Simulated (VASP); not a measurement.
# C: relaxation of cell and atoms with PBE

The system is C.

```
CELL_PARAMETERS angstrom
2.52210 0.00000 0.00000
-1.26105 2.18420 0.00000
0.00000 0.00000 8.23710
ATOMIC_POSITIONS crystal
C 0.00000 0.00000 0.09375
C 0.00000 0.00000 0.59375
C 0.00000 0.00000 0.40625
C 0.00000 0.00000 0.90625
C 0.33333 0.66667 0.15625
C 0.66667 0.33333 0.65625
C 0.33333 0.66667 0.34375
C 0.66667 0.33333 0.84375
```

| Item | Value |
| --- | --- |
| Program | VASP 6.6.1 |
| Task | relaxation of cell and atoms |
| Functional | PBE |
| Potentials or basis | VASP PAW PBE potentials, release 64 (C) |
| Cutoff | 600 eV |
| k mesh | 10 × 10 × 3 |
| Occupations | fermi-dirac, width 0.1 eV |
| Spin | no spin polarisation |
| Dipole correction | no |
| Further INCAR settings | ALGO = Normal; EDIFF = 1e-06; IBRION = 2; EDIFFG = -0.01; NSW = 50; ISIF = 3 |

```
Relaxed volume                         : 5.70 Å³/atom
Relaxed cell                           : a = 2.518 Å, b = 2.518 Å, c = 8.304 Å, α = 90.00°, β = 90.00°, γ = 120.00°
Space group after relaxing (to 0.05 Å) : P6_3/mmc (No. 194)
Energy gained by relaxing              : 2.6 meV/atom
Ionic steps                            : 6
Pressure after relaxing                : 0.0 GPa
Largest force after relaxing           : 0.004 eV/Å
Band gap on the k mesh                 : 4.53 eV, indirect (least direct gap 5.29 eV)
```

Forces in eV/Å, atoms in the order of the input:
```
C    0.000  0.000 -0.001
C    0.000  0.000 -0.001
C    0.000  0.000  0.001
C    0.000  0.000  0.001
C    0.000  0.000 -0.004
C    0.000  0.000 -0.004
C    0.000  0.000  0.004
C    0.000  0.000  0.004
```

Step by step:
```
step  energy change (eV)  largest force (eV/Å)  pressure (GPa)  volume (Å³)
   1              0.0000                0.3284            2.25        45.38
   2              0.0130                0.4680           -2.50        45.90
   3             -0.0204                0.0443            0.01        45.60
   4             -0.0204                0.0371            0.05        45.60
   5             -0.0204                0.0402           -0.06        45.61
   6             -0.0206                0.0041           -0.01        45.60
```

Final structure:
```
C
1.0
     2.51813    0.00000    0.00000
    -1.25907    2.18076    0.00000
     0.00000    0.00000    8.30410
C
8
Direct
  0.00000 0.00000 0.09298
  0.00000 0.00000 0.59298
  0.00000 0.00000 0.40702
  0.00000 0.00000 0.90702
  0.33333 0.66667 0.15555
  0.66667 0.33333 0.65555
  0.33333 0.66667 0.34445
  0.66667 0.33333 0.84445
```

Levels at points of the mesh, in eV from the valence-band top:
```
           k point  band 12  band 13  band 14  band 15  band 16  band 17  band 18  band 19  band 20  band 21
(0.00, 0.00, 0.00)    -1.72    -1.72    -0.22     0.00     0.00     5.29     5.29     5.46     7.10     7.10
(0.50, 0.00, 0.00)    -5.00    -4.91    -4.65    -3.66    -2.95     4.60     5.57     5.98     6.02     6.64
```

Wall time 85 s on 1 thread of Intel(R) Xeon(R) Platinum 8259CL CPU @ 2.50GHz (Skylake/Cascade Lake), with other jobs on the host, peak memory 0.17 GiB.

A k mesh can miss the band edges. Zero-point motion and thermal expansion aren't in these numbers.
